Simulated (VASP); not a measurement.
# Hf (Im-3m) in VASP: a series of runs, part 2 of 3

VASP 6.6.1.

**3. Electric field gradients, PBEsol (volume scaled by 1.02)**

Contents of INCAR:

```
SYSTEM = Hf
ALGO = Normal
EDIFF = 1E-8
ENCUT = 520
GGA = PS
ISIF = 2
ISMEAR = -1
LASPH = .TRUE.
LCHARG = .FALSE.
LEFG = .TRUE.
LREAL = .FALSE.
LWAVE = .FALSE.
NBANDS = 11
NELM = 80
PREC = Accurate
SIGMA = 0.05
```

Contents of KPOINTS:

```
k-points
0
G
  14 14 14
  0 0 0
```

Contents of POSCAR:

```
Hf
1.0
   -1.8169539908      1.8169539908      1.8169539908
    1.8169539908     -1.8169539908      1.8169539908
    1.8169539908      1.8169539908     -1.8169539908
Hf
1
Direct
    0.0000000000      0.0000000000      0.0000000000
```

Potentials or basis: VASP PAW PBE potentials, release 64 (Hf_pv).

Started as:

```sh
> cat potpaw_PBE.64/Hf_pv/POTCAR > POTCAR
> mpirun -np 1 vasp_std > vasp.out
```

OUTCAR:

```text
SYSTEM = Hf
   EDIFF = 1E-8
   ENCUT = 520
   GGA = PS
   ISIF = 2
   ISMEAR = -1
   LASPH = .TRUE.
   LREAL = .FALSE.
   NELM = 80
   PREC = Accurate

 ion  position               nearest neighbor table
   1  0.000  0.000  0.000-

  LATTYP: Found a body centered cubic cell.
 ALAT       =     3.6339079816

  Lattice vectors:

 A1 = (  -1.8169539908,   1.8169539908,   1.8169539908)
 A2 = (   1.8169539908,  -1.8169539908,   1.8169539908)
 A3 = (   1.8169539908,   1.8169539908,  -1.8169539908)

[... 541 lines left out ...]
    total drift:                                0.000000      0.000000     -0.000000

  FREE ENERGIE OF THE ION-ELECTRON SYSTEM (eV)
  ---------------------------------------------------
  free  energy   TOTEN  =       -10.2401797125 eV

  energy  without entropy=      -10.2217494845  energy(sigma->0) =      -10.23096460

 Electric field gradients (V/A^2)
---------------------------------------------------------------------
 ion       V_xx      V_yy      V_zz      V_xy      V_xz      V_yz
---------------------------------------------------------------------
   1      -0.000     0.000    -0.000    -0.000    -0.000    -0.000
---------------------------------------------------------------------

 Electric field gradients after diagonalization (V/A^2)
 (convention: |V_zz| > |V_xx| > |V_yy|)
----------------------------------------------------------------------
 ion       V_xx      V_yy      V_zz     asymmetry (V_yy - V_xx)/ V_zz
----------------------------------------------------------------------
   1       0.000     0.000    -0.000       0.000
----------------------------------------------------------------------

           NMR quadrupolar parameters

 Cq : quadrupolar parameter    Cq=e*Q*V_zz/h
 eta: asymmetry parameters     (V_yy - V_xx)/ V_zz
 Q  : nuclear electric quadrupole moment in mb (millibarn)
----------------------------------------------------------------------
 ion       Cq(MHz)       eta       Q (mb)
----------------------------------------------------------------------
   1      -0.000       0.000       1.000
----------------------------------------------------------------------
```

OSZICAR:

```text
N       E                     dE             d eps       ncg     rms          rms(c)
DAV:   1     0.117803047708E+02    0.11780E+02   -0.56885E+03  2304   0.832E+02
DAV:   2    -0.101951353111E+02   -0.21975E+02   -0.21283E+02  2831   0.150E+02
DAV:   3    -0.106710011046E+02   -0.47587E+00   -0.46226E+00  2866   0.150E+01
DAV:   4    -0.106732019735E+02   -0.22009E-02   -0.22003E-02  2587   0.121E+00
DAV:   5    -0.106732177325E+02   -0.15759E-04   -0.15759E-04  2889   0.885E-02    0.438E+01
DAV:   6    -0.103453611325E+02    0.32786E+00   -0.28682E-01  2525   0.374E+00    0.249E+01
DAV:   7    -0.102444748023E+02    0.10089E+00   -0.35224E-01  2591   0.402E+00    0.120E+00
DAV:   8    -0.102402032937E+02    0.42715E-02   -0.22259E-02  2513   0.108E+00    0.123E-01
DAV:   9    -0.102401767315E+02    0.26562E-04   -0.34807E-04  2815   0.160E-01    0.519E-02
DAV:  10    -0.102401805690E+02   -0.38374E-05   -0.28082E-05  2771   0.386E-02    0.327E-02
DAV:  11    -0.102401797208E+02    0.84819E-06   -0.39658E-06  2732   0.147E-02    0.160E-03
DAV:  12    -0.102401797125E+02    0.82730E-08   -0.63585E-08  2749   0.228E-03
   1 F= -.10240180E+02 E0= -.10230965E+02  d E =-.184302E-01
```

stdout:

```text
POSCAR found type information on POSCAR Hf
 POSCAR found :  1 types and       1 ions
 scaLAPACK will be used
 -----------------------------------------------------------------------------
|                                                                             |
|                                                                             |
|     You enforced a specific xc type in the INCAR file but a different       |
|     I HOPE YOU KNOW WHAT YOU ARE DOING!                                     |
|                                                                             |
 -----------------------------------------------------------------------------

 LDA part: xc-table for (Slater+PW92), standard interpolation
 POSCAR, INCAR and KPOINTS ok, starting setup
 FFT: planning ... GRIDC
 FFT: planning ... GRID_SOFT
 FFT: planning ... GRID
 WAVECAR not read
 entering main loop
ion   1
```

Wall time 12 s (1 thread of Intel Xeon Platinum 8488C (Sapphire Rapids), shared host); peak memory 0.15 GiB.

What came out:

| Property | Result |
| --- | --- |
| Free energy | -10.2402 eV |
| Pressure | -10.8 GPa |
| Band gap on the k mesh | zero (band 5 reaches 5.41 eV, above the bottom of band 6 at 3.26 eV) |

Caveat: without QUAD_EFG the Cq values of the log hold for a quadrupole moment of 1 mb, not for the nuclei; the PAW data sets were made with another functional, which shifts forces and pressure a little; spin-orbit coupling is left out, which moves the levels of the heavy elements.

**4. Electric field gradients, PBEsol (volume scaled by 1.01)**

Contents of INCAR:

```
  PREC = Accurate
  ENCUT = 520
  EDIFF = 1E-8
  ISMEAR = -1
  SIGMA = 0.05
  LREAL = False
  LASPH = True
  NELM = 80
  ALGO = Normal
  ISIF = 2
  LWAVE = False
  LCHARG = False
  GGA = PS
  LEFG = True
  NBANDS = 11
```

Contents of KPOINTS:

```
Automatic mesh
0
Gamma
  14 14 14
```

Contents of POSCAR:

```
Hf
1.0
   -1.8109967218      1.8109967218      1.8109967218
    1.8109967218     -1.8109967218      1.8109967218
    1.8109967218      1.8109967218     -1.8109967218
Hf
1
Direct
    0.0000000000      0.0000000000      0.0000000000
```

Potentials or basis: VASP PAW PBE potentials, release 64 (Hf_pv).

Started as:

```sh
> cat potpaw_PBE.64/Hf_pv/POTCAR > POTCAR
> mpirun -np 1 vasp_std > vasp.out
```

OUTCAR:

```text
PREC = Accurate
   ENCUT = 520
   EDIFF = 1E-8
   ISMEAR = -1
   LREAL = False
   LASPH = True
   NELM = 80
   ISIF = 2
   GGA = PS

 ion  position               nearest neighbor table
   1  0.000  0.000  0.000-

  LATTYP: Found a body centered cubic cell.
 ALAT       =     3.6219934436

  Lattice vectors:

 A1 = (  -1.8109967218,   1.8109967218,   1.8109967218)
 A2 = (   1.8109967218,  -1.8109967218,   1.8109967218)
 A3 = (   1.8109967218,   1.8109967218,  -1.8109967218)

Analysis of symmetry for initial positions (statically):
=====================================================================
 Subroutine PRICEL returns:
 Original cell was already a primitive cell.

 Routine SETGRP: Setting up the symmetry group for a
 body centered cubic supercell.

 Subroutine GETGRP returns: Found 48 space group operations
 (whereof 48 operations were pure point group operations)
 out of a pool of 48 trial point group operations.

The static configuration has the point symmetry O_h .

Analysis of symmetry for dynamics (positions and initial velocities):
=====================================================================
 Subroutine PRICEL returns:
 Original cell was already a primitive cell.

 Routine SETGRP: Setting up the symmetry group for a
 body centered cubic supercell.

 Subroutine GETGRP returns: Found 48 space group operations
 (whereof 48 operations were pure point group operations)
 out of a pool of 48 trial point group operations.

The dynamic configuration has the point symmetry O_h .

[... 160 lines left out ...]
      7       5.4813      0.00000
      8       8.1035      0.00000
      9       8.1035      0.00000
     10      17.0597      0.00000
     11      17.0597      0.00000
[... 309 lines left out ...]
 k-point    24 :       0.3571    0.2857   -0.0000
  band No.  band energies     occupation
      1     -26.5089      2.00000
      2     -26.4064      2.00000
      3     -26.0789      2.00000
      4       2.4356      2.00000
      5       3.4430      1.99998
      6       3.6664      1.99827
      7       8.2103      0.00000
      8       8.6699      0.00000
      9      10.9082      0.00000
     10      13.3510      0.00000
     11      14.7142      0.00000

 [... further k-points ...]

------------------------ aborting loop because EDIFF is reached ----------------------------------------

  FORCE on cell =-STRESS in cart. coord.  units (eV):
  Direction    XX          YY          ZZ          XY          YZ          ZX
  --------------------------------------------------------------------------------------
  -------------------------------------------------------------------------------------
  Total       -1.4928813     -1.4928813     -1.4928813     -0.0000000     -0.0000000     -0.0000000
  in kB     -100.6752891   -100.6752891   -100.6752891     -0.0000000     -0.0000000     -0.0000000
  external PRESSURE =    -100.6752891 kB  Pullay stress =       0.0000000 kB

 VOLUME and BASIS-vectors are now :
 -----------------------------------------------------------------------------
  energy-cutoff  :      520.00
  volume of cell :       23.76
      direct lattice vectors                 reciprocal lattice vectors
    -1.810996722  1.810996722  1.810996722     0.000000000  0.276091057  0.276091057
     1.810996722 -1.810996722  1.810996722     0.276091057  0.000000000  0.276091057
     1.810996722  1.810996722 -1.810996722     0.276091057  0.276091057  0.000000000

 POSITION                                       TOTAL-FORCE (eV/Angst)
 -----------------------------------------------------------------------------------
      0.00000      0.00000      0.00000         0.000000     -0.000000      0.000000
 -----------------------------------------------------------------------------------
    total drift:                               -0.000000      0.000000      0.000000

  FREE ENERGIE OF THE ION-ELECTRON SYSTEM (eV)
  ---------------------------------------------------
  free  energy   TOTEN  =       -10.2554443716 eV

  energy  without entropy=      -10.2371388111  energy(sigma->0) =      -10.24629159

 Electric field gradients (V/A^2)
---------------------------------------------------------------------
 ion       V_xx      V_yy      V_zz      V_xy      V_xz      V_yz
---------------------------------------------------------------------
   1      -0.000     0.000     0.000    -0.000    -0.000    -0.000
---------------------------------------------------------------------

 Electric field gradients after diagonalization (V/A^2)
 (convention: |V_zz| > |V_xx| > |V_yy|)
----------------------------------------------------------------------
 ion       V_xx      V_yy      V_zz     asymmetry (V_yy - V_xx)/ V_zz
----------------------------------------------------------------------
   1       0.000     0.000    -0.000       0.000
----------------------------------------------------------------------

           NMR quadrupolar parameters

 Cq : quadrupolar parameter    Cq=e*Q*V_zz/h
 eta: asymmetry parameters     (V_yy - V_xx)/ V_zz
 Q  : nuclear electric quadrupole moment in mb (millibarn)
----------------------------------------------------------------------
 ion       Cq(MHz)       eta       Q (mb)
----------------------------------------------------------------------
   1      -0.000       0.000       1.000
----------------------------------------------------------------------
```

Run time: 13 s. Hardware: 1 thread of Intel Xeon Platinum 8488C (Sapphire Rapids), shared host; peak memory 0.15 GiB.

Results:

- Free energy: -10.2554 eV
- Pressure: -10.1 GPa
- Band gap on the k mesh: zero (band 5 reaches 5.48 eV, above the bottom of band 6 at 3.31 eV)

Caveat: without QUAD_EFG the Cq values of the log hold for a quadrupole moment of 1 mb, not for the nuclei; the PAW data sets were made with another functional, which shifts forces and pressure a little; spin-orbit coupling is left out, which moves the levels of the heavy elements.

(Part 2 of 3 ends here.)
